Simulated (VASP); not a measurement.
# Pt: relaxation of cell and atoms with LDA

Pt:

```xyz
2
Lattice="2.7607 0.0000 0.0000 -1.3803 2.3908 0.0000 0.0000 0.0000 4.7921" Properties=species:S:1:pos:R:3 pbc="T T T"
Pt    1.3803    0.7969    3.5941
Pt    0.0000    1.5939    1.1980
```

This isn't the form of Pt at room conditions, which is fcc.

```
Program                : VASP 6.6.1
Task                   : relaxation of cell and atoms
Functional             : LDA
Potentials or basis    : VASP PAW LDA potentials, release 64 (Pt_sv_GW)
Cutoff                 : 570 eV
k mesh                 : 14 × 14 × 7
Occupations            : methfessel-paxton, width 0.1 eV
Spin                   : no spin polarisation
Dipole correction      : no
Further INCAR settings : ALGO = Normal; EDIFF = 1e-07; IBRION = 2; EDIFFG = -0.05; NSW = 80; ISIF = 3
```

```
Relaxed volume                        : 14.84 Å³/atom
Relaxed cell                          : a = 2.711 Å, b = 2.711 Å, c = 4.663 Å, α = 90.00°, β = 90.00°, γ = 120.00°
Space group after relaxing (to 0.1 Å) : P6_3/mmc (No. 194)
Pressure after relaxing               : 0.1 GPa
Band gap on the k mesh                : zero (bands 18 and 19 overlap by 1.34 eV)
```

Stress tensor (GPa, compression positive):
```
-0.04  0.00  0.00
 0.00 -0.04  0.00
 0.00  0.00  0.27
```

Final structure:
```yaml
crystal:
  lattice:
    - [2.71071, 0.00000, 0.00000]
    - [-1.35535, 2.34754, 0.00000]
    - [0.00000, 0.00000, 4.66304]
  atoms:
    - { symbol: Pt, position: [0.66667, 0.33333, 0.75000] }
    - { symbol: Pt, position: [0.33333, 0.66667, 0.25000] }
```

Levels at points of the mesh, in eV from the Fermi level:
```
           k point  band 16  band 17  band 18  band 19  band 20  band 21
(0.00, 0.00, 0.00)    -2.04    -2.04    -0.88    -0.23    -0.23     5.23
(0.50, 0.00, 0.00)     0.07     0.31     0.55     2.40     3.97     7.64
```

Wall time 100 s on 1 thread of Intel(R) Xeon(R) 6975P-C (Granite Rapids), on a shared host, peak memory 0.21 GiB.

Caveat: spin-orbit coupling is left out, which moves the levels of the heavy elements.
